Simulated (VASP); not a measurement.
Pt: relaxation of cell and atoms with PBE

Crystal: Pt.

```
Pt
1.0
     0.00000    1.93992    1.93992
     1.93992    0.00000    1.93992
     1.93992    1.93992    0.00000
Pt
1
Cartesian
  0.0000 0.0000 0.0000
```

- Program: VASP 6.6.1
- Task: relaxation of cell and atoms
- Functional: PBE
- Potentials or basis: VASP PAW PBE potentials, release 64 (Pt)
- Cutoff: 600 eV
- k mesh: 18 × 18 × 18
- Occupations: gaussian, width 0.1 eV
- Spin: no spin polarisation
- Target pressure: 20 GPa
- Dipole correction: no
- Further INCAR settings: ALGO = Fast; EDIFF = 1e-06; IBRION = 2; EDIFFG = -0.008; NSW = 70; ISIF = 3

* Relaxed volume: 14.61 Å³/atom
* Relaxed cell: a = 2.744 Å, b = 2.744 Å, c = 2.744 Å, α = 60.00°, β = 60.00°, γ = 60.00°
* Space group after relaxing (to 0.05 Å): Fm-3m (No. 225)
* Energy change on relaxing (the enthalpy is what falls): -0.6 meV/atom
* Ionic steps: 3
* Pressure after relaxing: 20.0 GPa
* Band gap on the k mesh: zero (band 5 reaches 12.42 eV, above the bottom of band 6 at 10.06 eV)

Step by step:
```
step  energy change (eV)  largest force (eV/Å)  pressure (GPa)  volume (Å³)
   1              0.0000                0.0000           20.15        14.60
   2             -0.0036                0.0000           19.52        14.63
   3             -0.0006                0.0000           20.04        14.61
```

Final structure:
```
CELL_PARAMETERS angstrom
0.00000 1.94014 1.94014
1.94014 0.00000 1.94014
1.94014 1.94014 0.00000
ATOMIC_POSITIONS crystal
Pt 0.00000 0.00000 0.00000
```

Levels at points of the mesh, in eV from the Fermi level:
```
           k point  band 1  band 2  band 3  band 4  band 5  band 6  band 7  band 8  band 9
(0.00, 0.00, 0.00)  -10.59   -4.00   -4.00   -4.00   -1.72   -1.72   14.54   19.69   19.69
(0.50, 0.00, 0.00)   -7.67   -4.07   -4.07   -0.61    0.04    0.04    6.09   14.12   19.20
(0.50, 0.50, 0.00)   -7.45   -6.97    0.01    0.52    0.52    1.72    9.24   11.49   11.49
```

Wall time 32 s on 1 thread of AMD EPYC 9R45 (Zen 5), on a shared host, peak memory 0.14 GiB.

Caveat: the cell is relaxed towards a set pressure, so the enthalpy falls and the energy may rise; spin-orbit coupling is left out, which moves the levels of the heavy elements.
